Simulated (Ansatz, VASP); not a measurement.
## K in VASP and in Ansatz

The input POSCAR:

```
K
1.0
   -2.7330567785      2.7330567785      2.7330567785
    2.7330567785     -2.7330567785      2.7330567785
    2.7330567785      2.7330567785     -2.7330567785
K
1
Direct
    0.0000000000      0.0000000000      0.0000000000
```

Contents of INCAR.step1:

```
SYSTEM = K
ALGO = Normal ; EDIFF = 1E-4
ENCUT = 520 ; GGA = PE
ISMEAR = -1 ; LASPH = .TRUE.
LCHARG = .FALSE. ; LREAL = .FALSE.
LWAVE = .TRUE. ; NBANDS = 10
NELM = 60 ; PREC = Accurate
SIGMA = 0.05
```

File INCAR.step2:

```
SYSTEM = K
ALGO = Normal ; EDIFF = 1E-6
ENCUT = 520 ; ISIF = 2
ISMEAR = -1 ; ISTART = 1
LASPH = .TRUE. ; LCHARG = .FALSE.
LMIXTAU = .TRUE. ; LREAL = .FALSE.
LWAVE = .FALSE. ; METAGGA = R2SCAN
NBANDS = 10 ; NELM = 60
PREC = Accurate ; SIGMA = 0.05
```

Contents of KPOINTS:

```
k-points
0
G
  7 7 7
  0 0 0
```

File input.yaml:

```yaml
crystal:
  lattice:
    - [-2.7330567785, 2.7330567785, 2.7330567785]
    - [2.7330567785, -2.7330567785, 2.7330567785]
    - [2.7330567785, 2.7330567785, -2.7330567785]
  atoms:
    - { symbol: K, position: [0.0, 0.0, 0.0] }
hamiltonian:
  xc: r2scan
  pseudopotentials: { kind: paw }
kpoints:
  mp_grid: { grid: [7, 7, 7] }
scf:
  occupations: { method: fermi_dirac, width: 0.05 }
output:
  forces: true
  stress: true
  eigenvalues: true
```

Alike in both runs: task single point; functional r2SCAN; k mesh 7 × 7 × 7; occupations fermi-dirac, width 0.05 eV; no spin polarisation.

|  | VASP | Ansatz |
| --- | --- | --- |
| version | VASP 6.6.1 | Ansatz 0.2.0 |
| potentials or method | VASP PAW PBE potentials, release 64 (K_sv) | Ansatz PAW |
| plane-wave cutoff (eV) | 520 | 500 |
| valence electrons in the cell | 9 | 9 |

```csv
,VASP,Ansatz,Ansatz less VASP
gap on the k mesh at the Fermi level (eV),none,none,-
pressure (GPa),-0.2,-0.2,+0.02
```

VASP's potentials were made for PBE, not for r2SCAN. A gap of «none» marks a metal or a gap that the smearing closes.
